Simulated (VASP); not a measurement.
# Au (I4/mmm) in VASP: a series of runs

The runs below take Au through single point, with PBEsol.

Everything below comes from runs of VASP 6.6.1. Logs are shortened: lines on timing, memory, paths and dates and some standing lists are left out, and cuts for length are marked.

**1. The cell of the first run**

The structure is tetragonal, space group I4/mmm (No. 139). The conventional cell has a = 3.037 Å, b = 3.037 Å, c = 3.989 Å, α = 90.00°, β = 90.00°, γ = 90.00°. Within 3.9 Å of Au (site symmetry 4/mmm) lie 12 Au at 2.93 to 3.04 Å.

**2. Single point, PBEsol (strain +0.050 along x and y, -0.025 along z)**

Contents of INCAR:

```
SYSTEM = Au
  PREC = Accurate
  ENCUT = 520
  EDIFF = 1E-7
  ISMEAR = 0
  SIGMA = 0.15
  LREAL = .FALSE.
  LASPH = .TRUE.
  NELM = 60
  ALGO = Normal
  ISIF = 2
  LWAVE = .FALSE.
  LCHARG = .FALSE.
  GGA = PS
  NBANDS = 12
```

Contents of KPOINTS:

```
Automatic mesh
0
G
  20 20 20
  0 0 0
```

Contents of POSCAR:

```
Au
1.0
    0.0000000000      2.1477750000      1.9943625000
    2.1477750000      0.0000000000      1.9943625000
    2.1477750000      2.1477750000      0.0000000000
Au
1
Direct
    0.0000000000      0.0000000000      0.0000000000
```

Potentials or basis: VASP PAW PBE potentials, release 64 (Au).

Launch:

```bash
> cat potpaw_PBE.64/Au/POTCAR > POTCAR
> mpirun -np 1 vasp_std > vasp.out
```

OUTCAR:

```text
SYSTEM = Au
   PREC = Accurate
   ENCUT = 520
   EDIFF = 1E-7
   ISMEAR = 0
   LREAL = .FALSE.
   LASPH = .TRUE.
   NELM = 60
   ISIF = 2
   GGA = PS

 ion  position               nearest neighbor table
   1  0.000  0.000  0.000-

  LATTYP: Found a body centered tetragonal cell.
 ALAT       =     3.0374125339
 C/A-ratio  =     1.3131983079

  Lattice vectors:

 A1 = (   0.0000000000,  -2.1477750000,  -1.9943625000)
 A2 = (   0.0000000000,   2.1477750000,  -1.9943625000)
 A3 = (   2.1477750000,   0.0000000000,   1.9943625000)

Analysis of symmetry for initial positions (statically):
=====================================================================
 Subroutine PRICEL returns:
 Original cell was already a primitive cell.

 Routine SETGRP: Setting up the symmetry group for a
 body centered tetragonal supercell.

 Subroutine GETGRP returns: Found 16 space group operations
 (whereof 16 operations were pure point group operations)
 out of a pool of 16 trial point group operations.

The static configuration has the point symmetry D_4h.

Analysis of symmetry for dynamics (positions and initial velocities):
=====================================================================
 Subroutine PRICEL returns:
 Original cell was already a primitive cell.

 Routine SETGRP: Setting up the symmetry group for a
 body centered tetragonal supercell.

 Subroutine GETGRP returns: Found 16 space group operations
 (whereof 16 operations were pure point group operations)
 out of a pool of 16 trial point group operations.

The dynamic configuration has the point symmetry D_4h.

 Subroutine INISYM returns: Found 16 space group operations
 (whereof 16 operations are pure point group operations),
 and found     1 'primitive' translations

----------------------------------------------------------------------------------------

                                     Primitive cell

  volume of cell :      18.3997

  direct lattice vectors                    reciprocal lattice vectors
     0.000000000  2.147775000  1.994362500    -0.232799059  0.232799059  0.250706679
     2.147775000  0.000000000  1.994362500     0.232799059 -0.232799059  0.250706679
     2.147775000  2.147775000  0.000000000     0.232799059  0.232799059 -0.250706679

  length of vectors
     2.930941697  2.930941697  3.037412534     0.413817162  0.413817162  0.413817162

  position of ions in fractional coordinates (direct lattice)
     0.000000000  0.000000000  0.000000000

  ion indices of the primitive-cell ions
   primitive index   ion index
                 1           1

----------------------------------------------------------------------------------------

 KPOINTS: Automatic mesh

Automatic generation of k-mesh.
 Grid dimensions read from file:
 generate k-points for:   20   20   20

 Generating k-lattice:

  Cartesian coordinates                     Fractional coordinates (reciprocal lattice)
    -0.011639953  0.011639953  0.012535334     0.050000000  0.000000000  0.000000000
     0.011639953 -0.011639953  0.012535334     0.000000000  0.050000000  0.000000000
     0.011639953  0.011639953 -0.012535334    -0.000000000 -0.000000000  0.050000000

  Length of vectors
     0.020690858  0.020690858  0.020690858

  Shift w.r.t. Gamma in fractional coordinates (k-lattice)
     0.000000000  0.000000000  0.000000000

 Subroutine IBZKPT returns following result:
 ===========================================

 Found    641 irreducible k-points:

 Following reciprocal coordinates:
            Coordinates               Weight
  0.000000  0.000000  0.000000      1.000000
  0.050000 -0.000000  0.000000      8.000000
  0.100000  0.000000  0.000000      8.000000
  0.150000  0.000000  0.000000      8.000000
  0.200000  0.000000  0.000000      8.000000
  0.250000  0.000000  0.000000      8.000000
[... 16 lines left out ...]
 -0.400000  0.050000  0.000000      8.000000
 -0.350000  0.050000  0.000000      8.000000
 [... further k-points ...]
   k-points           NKPTS =    641   k-points in BZ     NKDIM =    641   number of bands    NBANDS=     12
   number of dos      NEDOS =    301   number of ions     NIONS =      1
   total plane-waves  NPLWV =  13824
   dimension x,y,z NGX =    24 NGY =   24 NGZ =   24
   dimension x,y,z NGXF=    48 NGYF=   48 NGZF=   48
   ions per type =               1
   NGX,Y,Z   is equivalent  to a cutoff of  13.61, 13.61, 13.14 a.u.
   NGXF,Y,Z  is equivalent  to a cutoff of  27.23, 27.23, 26.27 a.u.
 SYSTEM =  Au
   PREC   = accura    normal or accurate (medium, high low for compatibility)
   ISTART =      0    job   : 0-new  1-cont  2-samecut
   ICHARG =      2    charge: 1-file 2-atom 10-const
   ISPIN  =      1    spin polarized calculation?
   LNONCOLLINEAR =      F non collinear calculations
   LSORBIT =      F    spin-orbit coupling
   LASPH  =      T    aspherical Exc in radial PAW
   ENCUT  =  520.0 eV  38.22 Ry    6.18 a.u.   5.45  5.45  5.65*2*pi/ulx,y,z
   NELM   =     60;   NELMIN=  2; NELMDL= -5     # of ELM steps
   EDIFF  = 0.1E-06   stopping-criterion for ELM
   LREAL  =      F    real-space projection
   EDIFFG = 0.1E-05   stopping-criterion for IOM
   NSW    =      0    number of steps for IOM
   IBRION =     -1    ionic relax: 0-MD 1-quasi-New 2-CG
   NFREE  =      0    steps in history (QN), initial steepest desc. (CG)
   ISIF   =      2    stress and relaxation
   ISYM   =      2    0-nonsym 1-usesym 2-fastsym
   POTIM  = 0.5000    time-step for ionic-motion
   TEBEG  =    0.0;   TEEND  =   0.0 temperature during run
   PSTRESS=    0.0 pullay stress
   NELECT =      11.0000    total number of electrons
   NUPDOWN=      -1.0000    fix difference up-down
   EMIN   =  10.00;   EMAX   =-10.00  energy-range for DOS
   EFERMI =   0.00;   METHOD = LEGACY
   ISMEAR =     0;   SIGMA  =   0.15  broadening in eV -4-tet -1-fermi 0-gaus
   EFERMI_NEDOS =   21; number of points for ismear=-14 and -15
   IALGO  =     38    algorithm
   IMIX   =      4    mixing-type and parameters
     AMIX     =   0.40;   BMIX     =  1.00
     AMIX_MAG =   1.60;   BMIX_MAG =  1.00
  volume/ion in A,a.u.               =      18.40       124.17
  Fermi-wavevector in a.u.,A,eV,Ry     =   1.379119  2.606158 25.877874  1.901970
  Thomas-Fermi vector in A             =   2.504118
   LORBIT       =      0    0 simple, 1 ext, 2 COOP (PROOUT), +10 PAW based schemes
   GGA     = PS    functional components
   LHFCALC =     F    Hartree Fock is set to
   AEXX    =    0.0000 exact exchange contribution
   IVDW    =     0    specifies the selected vdW correction
   LEPSILON=     F    determine dielectric tensor
   LRPA    =     F    only Hartree local field effects (RPA)
 non-spin polarized calculation
 Gauss-broadening in eV      SIGMA  =   0.15
  energy-cutoff  :      520.00
  volume of cell :       18.40
 maximum number of plane-waves:       515
 NGX is ok and might be reduce to    24
   NGX = 11   NGY = 11   NGZ = 11

 number of electron      11.0000001 magnetization

 Free energy of the ion-electron system (eV)
  ---------------------------------------------------
  ext. energy  EPLUGINS =         0.00000000
  ---------------------------------------------------
  free energy    TOTEN  =        -3.86973522 eV

  energy without entropy =       -3.86610534  energy(sigma->0) =       -3.86792028

 E-fermi :   8.0390     XC(G=0): -12.4347

 val. band max:        8.0179795493   @ k =   0.4500   0.4000   0.0500
 cond. band min:       8.0446019204   @ k =   0.4500   0.2500   0.0000
 fundamental gap:      0.0266223711
 Fermi energy:         8.0389868189

 k-point     1 :       0.0000    0.0000    0.0000
  band No.  band energies     occupation
      1      -1.0817      2.00000
      2       3.5974      2.00000
      3       3.5974      2.00000
      4       4.1475      2.00000
      5       4.7763      2.00000
      6       5.3705      2.00000
      7      22.7051      0.00000
      8      25.8379      0.00000
      9      25.8379      0.00000
     10      26.8968      0.00000
     11      30.9010      0.00000
     12      33.8738      0.00000

 k-point     2 :       0.0500   -0.0000    0.0000
  band No.  band energies     occupation
      1      -0.9999      2.00000
      2       3.5949      2.00000
      3       3.6245      2.00000
      4       4.1507      2.00000
      5       4.7712      2.00000
      6       5.3531      2.00000
      7      22.7885      0.00000
      8      25.4616      0.00000
      9      25.9245      0.00000
     10      26.7433      0.00000
     11      31.3644      0.00000
     12      32.9381      0.00000

 k-point     3 :       0.1000    0.0000    0.0000
  band No.  band energies     occupation
      1      -0.7590      2.00000
      2       3.5796      2.00000
      3       3.6938      2.00000
      4       4.1710      2.00000
      5       4.7683      2.00000
      6       5.3085      2.00000
      7      22.9574      0.00000
      8      24.3225      0.00000
      9      26.1698      0.00000
     10      26.8276      0.00000
     11      30.8599      0.00000
     12      32.6224      0.00000
[... 286 lines left out ...]
 k-point    23 :      -0.4000    0.0500    0.0000
  band No.  band energies     occupation
      1       1.4439      2.00000
      2       3.5537      2.00000
      3       4.0206      2.00000
      4       5.4629      2.00000
      5       6.0067      2.00000
      6       6.5440      2.00000
      7      12.6227      0.00000
      8      22.1899      0.00000
      9      24.4400      0.00000
     10      25.0883      0.00000
     11      30.9445      0.00000
     12      31.0283      0.00000

 k-point    24 :      -0.3500    0.0500    0.0000
  band No.  band energies     occupation
      1       1.3809      2.00000
      2       3.6212      2.00000
      3       4.0880      2.00000
      4       4.7964      2.00000
      5       5.7186      2.00000
      6       6.0422      2.00000
      7      14.3854      0.00000
      8      22.5550      0.00000
      9      25.2586      0.00000
     10      25.3325      0.00000
     11      30.2849      0.00000
     12      30.4609      0.00000

 [... further k-points ...]

------------------------ aborting loop because EDIFF is reached ----------------------------------------

  FORCE on cell =-STRESS in cart. coord.  units (eV):
  Direction    XX          YY          ZZ          XY          YZ          ZX
  --------------------------------------------------------------------------------------
  -------------------------------------------------------------------------------------
  Total       -1.3017523     -1.3017523     -1.1649799      0.0000000      0.0000000      0.0000000
  in kB     -113.3514977   -113.3514977   -101.4418948      0.0000000      0.0000000      0.0000000
  external PRESSURE =    -109.3816300 kB  Pullay stress =       0.0000000 kB

 VOLUME and BASIS-vectors are now :
 -----------------------------------------------------------------------------
  energy-cutoff  :      520.00
  volume of cell :       18.40
      direct lattice vectors                 reciprocal lattice vectors
     0.000000000  2.147775000  1.994362500    -0.232799059  0.232799059  0.250706679
     2.147775000  0.000000000  1.994362500     0.232799059 -0.232799059  0.250706679
     2.147775000  2.147775000  0.000000000     0.232799059  0.232799059 -0.250706679

 POSITION                                       TOTAL-FORCE (eV/Angst)
 -----------------------------------------------------------------------------------
      0.00000      0.00000      0.00000        -0.000000      0.000000      0.000000
 -----------------------------------------------------------------------------------
    total drift:                               -0.000000      0.000000     -0.000000

  FREE ENERGIE OF THE ION-ELECTRON SYSTEM (eV)
  ---------------------------------------------------
  free  energy   TOTEN  =        -3.8697352190 eV

  energy  without entropy=       -3.8661053436  energy(sigma->0) =       -3.86792028
```

Run time: 53 s. Hardware: 1 thread of Intel Xeon Platinum 8488C (Sapphire Rapids), shared host; peak memory 0.25 GiB.

Results:

* Free energy: -3.8697 eV
* Pressure: -10.9 GPa

Caveat: the cell differs from its parent crystal (strain +0.050 along x and y, -0.025 along z); the PAW data sets were made with another functional, which shifts forces and pressure a little; spin-orbit coupling is left out, which moves the levels of the heavy elements.

**3. Single point, PBEsol (strain +0.050 along x and y, +0.000 along z)**

Contents of INCAR:

```
ALGO     = Normal         # electronic algorithm
EDIFF    = 1E-6           # SCF threshold, eV
ENCUT    = 520            # plane-wave cutoff, eV
GGA      = PS             # functional
ISIF     = 2              # what is computed and relaxed
ISMEAR   = 0              # smearing method
LASPH    = T              # aspherical terms in the spheres
LCHARG   = F              # write CHGCAR
LREAL    = F              # projectors in reciprocal space
LWAVE    = F              # write WAVECAR
NBANDS   = 12             # bands
NELM     = 80             # most SCF steps
PREC     = Accurate       # precision mode
SIGMA    = 0.15           # smearing width, eV
```

Contents of KPOINTS:

```
k-points
0
Gamma
  20 20 20
```

Contents of POSCAR:

```
Au
1.0
    0.0000000000      2.1477750000      2.0455000000
    2.1477750000      0.0000000000      2.0455000000
    2.1477750000      2.1477750000      0.0000000000
Au
1
Direct
    0.0000000000      0.0000000000      0.0000000000
```

Potentials or basis: VASP PAW PBE potentials, release 64 (Au).

Launch:

```bash
> cat potpaw_PBE.64/Au/POTCAR > POTCAR
> mpirun -np 1 vasp_std > vasp.out
```

It took 48 s on 1 thread of Intel Xeon Platinum 8488C (Sapphire Rapids), shared host; peak memory 0.26 GiB.

Results (log left out):

* Free energy: -3.8361 eV
* Pressure: -13.5 GPa

Stress tensor (GPa, compression positive):
```
-13.80   0.00   0.00
  0.00 -13.80   0.00
  0.00   0.00 -12.90
```

Levels at points of the mesh, in eV from the Fermi level:
```
           k point  band 2  band 3  band 4  band 5  band 6  band 7  band 8  band 9  band 10  band 11
(0.00, 0.00, 0.00)   -4.25   -4.25   -3.89   -3.06   -2.68   14.65   17.82   17.82    18.44    22.62
(0.50, 0.00, 0.00)   -4.34   -3.98   -1.95   -1.77   -0.53    2.58   13.92   15.81    17.03    22.97
(0.50, 0.50, 0.00)   -5.87   -1.90   -1.57   -1.57    1.80    5.68    9.15    9.15    15.64    17.97
(0.50, 0.00, 0.50)   -5.87   -1.90   -1.74   -1.47    1.02    4.67    9.96   10.00    16.40    18.73
```

Caveat: the cell differs from its parent crystal (strain +0.050 along x and y, +0.000 along z); the PAW data sets were made with another functional, which shifts forces and pressure a little; spin-orbit coupling is left out, which moves the levels of the heavy elements.

(Continued in part 2 of 2.)
